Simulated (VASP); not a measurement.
**Ga26P27 (a cell with a defect): single point with PBE**

System: Ga26P27 (a cell with a defect).

```
Ga P
1.0
     0.00000    8.25768   -8.25768
     8.25768    8.25768    0.00000
     8.25768    0.00000   -8.25768
Ga P
26 27
Direct
  0.66335 0.66547 0.33002
  0.66335 0.00782 0.33002
  0.34115 0.33002 0.33002
  0.34115 0.66547 0.33002
  0.33395 0.00062 0.33148
  0.99880 0.33002 0.33002
  0.00041 0.66708 0.33211
  0.99880 0.00782 0.33002
  0.66335 0.33002 0.00782
  0.66335 0.66547 0.00782
  0.66481 0.00062 0.00062
  0.33395 0.33148 0.00062
  0.33433 0.66567 0.00100
  0.33395 0.00062 0.00062
  0.99880 0.33002 0.00782
  0.99900 0.66567 0.00100
  0.99900 0.00100 0.00100
  0.66335 0.33002 0.66547
  0.66544 0.66708 0.66708
  0.66335 0.00782 0.66547
  0.34115 0.33002 0.66547
  0.33433 0.66567 0.66567
  0.33433 0.00100 0.66567
  0.00041 0.33211 0.66708
  0.00041 0.66708 0.66708
  0.99900 0.00100 0.66567
  0.58569 0.25235 0.57627
  0.58419 0.58230 0.58230
  0.58419 0.91788 0.58230
  0.25121 0.25085 0.58230
  0.25121 0.58230 0.58230
  0.25009 0.91676 0.58305
  0.91564 0.25085 0.58230
  0.91667 0.58333 0.58333
  0.91564 0.91788 0.58230
  0.58569 0.25235 0.25235
  0.58569 0.57627 0.25235
  0.58408 0.91592 0.25075
  0.24925 0.25075 0.25075
  0.25121 0.58230 0.25085
  0.24925 0.91592 0.25075
  0.90960 0.25235 0.25235
  0.91564 0.58230 0.25085
  0.91564 0.91788 0.25085
  0.58408 0.25075 0.91592
  0.58419 0.58230 0.91788
  0.58408 0.91592 0.91592
  0.24925 0.25075 0.91592
  0.25009 0.58305 0.91676
  0.25009 0.91676 0.91676
  0.91564 0.25085 0.91788
  0.91564 0.58230 0.91788
  0.91638 0.91676 0.91676
```

This cell differs from its parent crystal: atoms taken out, then relaxed in part.

```
Program             : VASP 6.6.1
Task                : single point
Functional          : PBE
Potentials or basis : VASP PAW PBE potentials, release 64 (Ga_d, P)
Cutoff              : 520 eV
k mesh              : 1 × 1 × 1
Occupations         : gaussian, width 0.01 eV
Spin                : collinear spin
```

```yaml
Largest_force: 0.019 eV/Å
Net_moment: 1.00 μB per cell
Site_moments: Ga +0.00, -0.00 (each value once); P +0.08, +0.00, +0.02 (each value once) μB
Valence_electrons_inside_the_program's_atomic_spheres: Ga 11.69, 11.68 (each value once); P 2.54, 2.56 (each value once)
```

Forces in eV/Å, atoms in the order of the input:
```
Ga   0.000  0.000  0.017
Ga   0.000  0.000  0.017
Ga  -0.017  0.000  0.000
Ga   0.000  0.017  0.000
Ga   0.001 -0.001 -0.001
Ga  -0.017  0.000  0.000
Ga  -0.001  0.001  0.001
Ga   0.000  0.017  0.000
Ga   0.000 -0.017  0.000
Ga   0.017  0.000  0.000
Ga  -0.001  0.001 -0.001
Ga   0.001  0.001  0.001
Ga   0.000  0.000 -0.008
Ga  -0.001 -0.001  0.001
Ga   0.000  0.000 -0.017
Ga   0.000 -0.008  0.000
Ga   0.008  0.000  0.000
Ga   0.000 -0.017  0.000
Ga   0.001 -0.001  0.001
Ga   0.017  0.000  0.000
Ga   0.000  0.000 -0.017
Ga  -0.008  0.000  0.000
Ga   0.000  0.008  0.000
Ga  -0.001 -0.001 -0.001
Ga   0.001  0.001 -0.001
Ga   0.000  0.000  0.008
P   -0.007  0.007  0.007
P    0.019  0.000  0.000
P    0.000 -0.019  0.000
P    0.000 -0.019  0.000
P    0.019  0.000  0.000
P   -0.004  0.004  0.004
P    0.000  0.000 -0.019
P    0.000  0.000  0.000
P    0.000  0.000 -0.019
P    0.007  0.007 -0.007
P   -0.007 -0.007 -0.007
P    0.000  0.000  0.002
P   -0.002  0.000  0.000
P    0.000  0.000  0.019
P    0.000  0.002  0.000
P    0.007 -0.007  0.007
P    0.000  0.019  0.000
P   -0.019  0.000  0.000
P    0.000 -0.002  0.000
P    0.000  0.000  0.019
P    0.002  0.000  0.000
P    0.000  0.000 -0.002
P   -0.004 -0.004 -0.004
P    0.004  0.004 -0.004
P   -0.019  0.000  0.000
P    0.000  0.019  0.000
P    0.004 -0.004  0.004
```

Levels at points of the mesh, in eV from the Fermi level:
Spin up:
| k point | band 236 | band 237 | band 238 | band 239 | band 240 | band 241 |
| --- | --- | --- | --- | --- | --- | --- |
| (0.00, 0.00, 0.00) | -0.16 | -0.16 | -0.16 | 1.03 | 1.14 | 1.18 |
Spin down:
```tsv
k point	band 235	band 236	band 237	band 238	band 239	band 240	band 241	band 242
(0.00, 0.00, 0.00)	-0.73	0.00	0.00	0.00	1.04	1.14	1.19	1.19
```

Run time: 15 min on 4 MPI ranks on Oxide Virtual Turin-like Processor, with other jobs on the host, peak memory 0.59 GiB a rank.

Caveat: the k points lie up to 0.66 Å⁻¹ apart; the cell carries a net charge on a neutralising background, which shifts energy and pressure; the cell differs from its parent crystal (atoms taken out, then relaxed in part); the cell is charged against a uniform background, so pressure and absolute levels hang on convention.
